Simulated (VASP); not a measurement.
Mg32S33 (a cell with a defect), 65 atoms in the cell. The cell holds a defect, 65 atoms: a = 10.364 Å, b = 10.364 Å, c = 10.364 Å, α = 90.00°, β = 90.00°, γ = 90.00°. 

- Program: VASP 6.6.1
- Task: single point
- Functional: PBEsol
- Potentials or basis: VASP PAW PBE potentials, release 64 (S, Mg)
- Cutoff: 400 eV
- k mesh: 1 × 1 × 1, shifted
- Occupations: fermi-dirac, width 0.05 eV
- Spin: collinear spin
- Dipole correction: no
- Charge: 1
- Further INCAR settings: LREAL = Auto; ALGO = Normal; EDIFF = 1e-06; NBANDS = 173; ISYM = -1; NELECT = 261.0

Potentials or basis: VASP PAW PBE potentials, release 64 (S, Mg).

Run with:

```bash
$ cat potpaw_PBE.64/S/POTCAR potpaw_PBE.64/Mg/POTCAR > POTCAR
$ mpirun -np 1 vasp_std > vasp.out
```

Hardware: 1 thread of AMD EPYC 7R13, with other jobs on the host.

How long does it take, and how much memory?

It took 12 min on 1 thread of AMD EPYC 7R13, with other jobs on the host, peak memory 1 GiB. Counts: scf iterations 16, k points 1.
